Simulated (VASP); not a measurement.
# MnS (F-43m) in VASP: a series of runs, part 2 of 2

VASP 6.6.1. The steps go on from the part before.

### 3 Single point, PBEsol, collinear spin, ferromagnetic start (14.83 Å³/atom)

This run uses another cell than the first one, of 14.83 Å³/atom.

INCAR reads:

```
SYSTEM = MnS
  ALGO = Normal
  EDIFF = 1E-7
  ENCUT = 520
  GGA = PS
  ISIF = 2
  ISMEAR = -1
  ISPIN = 2
  LASPH = .TRUE.
  LCHARG = .FALSE.
  LMAXMIX = 4
  LORBIT = 11
  LREAL = .FALSE.
  LWAVE = .FALSE.
  MAGMOM = 4 0
  NBANDS = 20
  NELM = 150
  PREC = Accurate
  SIGMA = 0.05
```

KPOINTS reads:

```
k-points
0
G
  9 9 9
  0 0 0
```

POSCAR reads:

```
MnS
1.0
    0.0000000000      2.4568624933      2.4568624933
    2.4568624933      0.0000000000      2.4568624933
    2.4568624933      2.4568624933      0.0000000000
Mn S
1 1
Direct
    0.0000000000      0.0000000000      0.0000000000
    0.7500000000      0.7500000000      0.7500000000
```

Potentials or basis: VASP PAW PBE potentials, release 64 (Mn_pv, S).

Command:

```bash
cat potpaw_PBE.64/Mn_pv/POTCAR potpaw_PBE.64/S/POTCAR > POTCAR
mpirun -np 1 vasp_std > vasp.out
```

OUTCAR:

```text
SYSTEM = MnS
   EDIFF = 1E-7
   ENCUT = 520
   GGA = PS
   ISIF = 2
   ISMEAR = -1
   ISPIN = 2
   LASPH = .TRUE.
   LORBIT = 11
   LREAL = .FALSE.
   NELM = 150
   PREC = Accurate

 ion  position               nearest neighbor table
   1  0.000  0.000  0.000-   2 2.13   2 2.13   2 2.13   2 2.13
   2  0.750  0.750  0.750-   1 2.13   1 2.13   1 2.13   1 2.13

  LATTYP: Found a face centered cubic cell.
 ALAT       =     4.9137249866

  Lattice vectors:

 A1 = (   0.0000000000,   2.4568624933,   2.4568624933)
 A2 = (   2.4568624933,   0.0000000000,   2.4568624933)
 A3 = (   2.4568624933,   2.4568624933,   0.0000000000)

Analysis of symmetry for initial positions (statically):
=====================================================================
 Subroutine PRICEL returns:
 Original cell was already a primitive cell.

 Routine SETGRP: Setting up the symmetry group for a
 face centered cubic supercell.

 Subroutine GETGRP returns: Found 24 space group operations
 (whereof 24 operations were pure point group operations)
 out of a pool of 48 trial point group operations.

[... 1291 lines left out ...]
     20      24.9161      0.00000

 [... further k-points ...]

------------------------ aborting loop because EDIFF is reached ----------------------------------------

  FORCE on cell =-STRESS in cart. coord.  units (eV):
  Direction    XX          YY          ZZ          XY          YZ          ZX
  --------------------------------------------------------------------------------------
  -------------------------------------------------------------------------------------
  Total        0.0221233      0.0221233      0.0221233      0.0000000     -0.0000000      0.0000000
  in kB        1.1950542      1.1950542      1.1950542      0.0000000     -0.0000000      0.0000000
  external PRESSURE =       1.1950542 kB  Pullay stress =       0.0000000 kB

 VOLUME and BASIS-vectors are now :
 -----------------------------------------------------------------------------
  energy-cutoff  :      520.00
  volume of cell :       29.66
      direct lattice vectors                 reciprocal lattice vectors
     0.000000000  2.456862493  2.456862493    -0.203511593  0.203511593  0.203511593
     2.456862493  0.000000000  2.456862493     0.203511593 -0.203511593  0.203511593
     2.456862493  2.456862493  0.000000000     0.203511593  0.203511593 -0.203511593

 POSITION                                       TOTAL-FORCE (eV/Angst)
 -----------------------------------------------------------------------------------
      0.00000      0.00000      0.00000        -0.000000     -0.000000     -0.000000
      3.68529      3.68529      3.68529         0.000000      0.000000      0.000000
 -----------------------------------------------------------------------------------
    total drift:                               -0.000001     -0.000001     -0.000001

  FREE ENERGIE OF THE ION-ELECTRON SYSTEM (eV)
  ---------------------------------------------------
  free  energy   TOTEN  =       -14.7790039021 eV

  energy  without entropy=      -14.7590708444  energy(sigma->0) =      -14.76903737

 total charge

# of ion       s       p       d       tot
------------------------------------------
    1        0.364   6.328   5.395  12.087
    2        1.317   2.411   0.000   3.727
--------------------------------------------------
tot          1.681   8.738   5.395  15.814

 magnetization (x)

# of ion       s       p       d       tot
------------------------------------------
    1        0.007   0.003   0.190   0.200
    2       -0.001  -0.004   0.000  -0.005
--------------------------------------------------
tot          0.006  -0.001   0.190   0.194
```

OSZICAR:

```text
N       E                     dE             d eps       ncg     rms          rms(c)
DAV:   1     0.162859852722E+03    0.16286E+03   -0.10187E+04  2800   0.103E+03
DAV:   2    -0.723421939430E+01   -0.17009E+03   -0.16109E+03  2936   0.302E+02
DAV:   3    -0.155026041736E+02   -0.82684E+01   -0.81663E+01  3196   0.722E+01
[... 11 lines left out ...]
DAV:  15    -0.147790019003E+02   -0.88955E-05   -0.47503E-05  3196   0.444E-02    0.122E-02
DAV:  16    -0.147790031934E+02   -0.12931E-05   -0.36608E-06  3120   0.136E-02    0.775E-03
DAV:  17    -0.147790037834E+02   -0.58999E-06   -0.60900E-07  2988   0.720E-03    0.241E-03
DAV:  18    -0.147790038840E+02   -0.10064E-06   -0.23664E-07  1800   0.337E-03    0.100E-03
DAV:  19    -0.147790039021E+02   -0.18078E-07   -0.37450E-08  1540   0.138E-03
   1 F= -.14779004E+02 E0= -.14769037E+02  d E =-.199331E-01  mag=     0.2068
```

stdout:

```text
POSCAR found type information on POSCAR MnS
 POSCAR found :  2 types and       2 ions
 scaLAPACK will be used
 -----------------------------------------------------------------------------
|                                                                             |
|                                                                             |
|     You enforced a specific xc type in the INCAR file but a different       |
|     I HOPE YOU KNOW WHAT YOU ARE DOING!                                     |
|                                                                             |
 -----------------------------------------------------------------------------

 LDA part: xc-table for (Slater+PW92), standard interpolation
 POSCAR, INCAR and KPOINTS ok, starting setup
 FFT: planning ... GRIDC
 FFT: planning ... GRID_SOFT
 FFT: planning ... GRID
 WAVECAR not read
 entering main loop
```

It took 54 s on 1 thread of Intel Xeon Platinum 8259CL at 2.50GHz (Skylake/Cascade Lake), shared host; peak memory 0.19 GiB.

Results:

| Item | Value |
| --- | --- |
| Free energy | -14.7790 eV |
| Pressure | 0.1 GPa |
| Net moment | 0.21 μB per cell |
| Site moments | Mn +0.20; S -0.01 μB |
| Valence electrons inside the program's atomic spheres | Mn 12.09; S 3.73 |

Caveat: the PAW data sets were made with another functional, which shifts forces and pressure a little; semilocal functionals often make such compounds metallic where correlation or magnetic order opens a gap, which also shifts bond lengths.

### 4 Single point, PBEsol, collinear spin, ferromagnetic start (15.44 Å³/atom)

This run uses another cell than the first one, of 15.44 Å³/atom.

INCAR reads:

```
SYSTEM = MnS
PREC = Accurate ; ENCUT = 520
EDIFF = 1E-6 ; ISMEAR = -1
SIGMA = 0.05 ; LREAL = .FALSE.
LASPH = .TRUE. ; NELM = 150
ALGO = Normal ; ISIF = 2
LWAVE = .FALSE. ; LCHARG = .TRUE.
ISPIN = 2 ; MAGMOM = 4 0
LORBIT = 11 ; LMAXMIX = 4
GGA = PS ; LELF = .TRUE.
LVHAR = .TRUE. ; NBANDS = 20
```

KPOINTS reads:

```
regular mesh
0
G
  9 9 9
  0 0 0
```

POSCAR reads:

```
MnS
1.0
    0.0000000000      2.4898444489      2.4898444489
    2.4898444489      0.0000000000      2.4898444489
    2.4898444489      2.4898444489      0.0000000000
Mn S
1 1
Direct
    0.0000000000      0.0000000000      0.0000000000
    0.7500000000      0.7500000000      0.7500000000
```

Command:

```bash
cat potpaw_PBE.64/Mn_pv/POTCAR potpaw_PBE.64/S/POTCAR > POTCAR
mpirun -np 1 vasp_std > vasp.out
```

Wall time 80 s (1 thread of Intel Xeon Platinum 8259CL at 2.50GHz (Skylake/Cascade Lake), shared host); peak memory 0.19 GiB.

Results (log left out):

- Free energy: -14.7589 eV
- Pressure: -5.4 GPa
- Net moment: -0.25 μB per cell
- Site moments: Mn -0.25; S +0.01 μB
- Valence electrons inside the program's atomic spheres: Mn 12.00; S 3.71

Levels at points of the mesh, in eV from the Fermi level:
Spin up:
```
           k point  band 6  band 7  band 8  band 9  band 10  band 11  band 12  band 13
(0.00, 0.00, 0.00)   -4.60   -4.60   -0.59   -0.59     3.59     3.64     3.64     3.64
```
Spin down:
```
           k point  band 8  band 9  band 10  band 11  band 12  band 13
(0.00, 0.00, 0.00)   -0.87   -0.87     3.54     3.54     3.54     3.56
```

Caveat: the cell stands under tension; the PAW data sets were made with another functional, which shifts forces and pressure a little; semilocal functionals often make such compounds metallic where correlation or magnetic order opens a gap, which also shifts bond lengths.

### 5 Summary

```tsv
cell	gap on the mesh (eV)	pressure (GPa)	moment (μB)
a = 3.427 Å, angles 60.0°, 2 atoms	none	7.0	0.13
a = 3.475 Å, angles 60.0°, 2 atoms	none	0.1	0.21
a = 3.521 Å, angles 60.0°, 2 atoms	none	-5.4	0.25
```

Alike in all rows: task single point; level PBEsol; potentials or basis VASP PAW PBE potentials, release 64 (Mn_pv, S); spin collinear, ferromagnetic start; k mesh 9 × 9 × 9; cutoff (eV) 520; smearing fermi-dirac 0.05 eV.

Caveats: the PAW data sets were made with another functional, which shifts forces and pressure a little; semilocal functionals often make such compounds metallic where correlation or magnetic order opens a gap, which also shifts bond lengths; the cell stands under pressure (at least some runs); the cell stands under tension (at least some runs).

Total energies depend on the potentials used, so only differences within one code and one set of settings carry meaning.
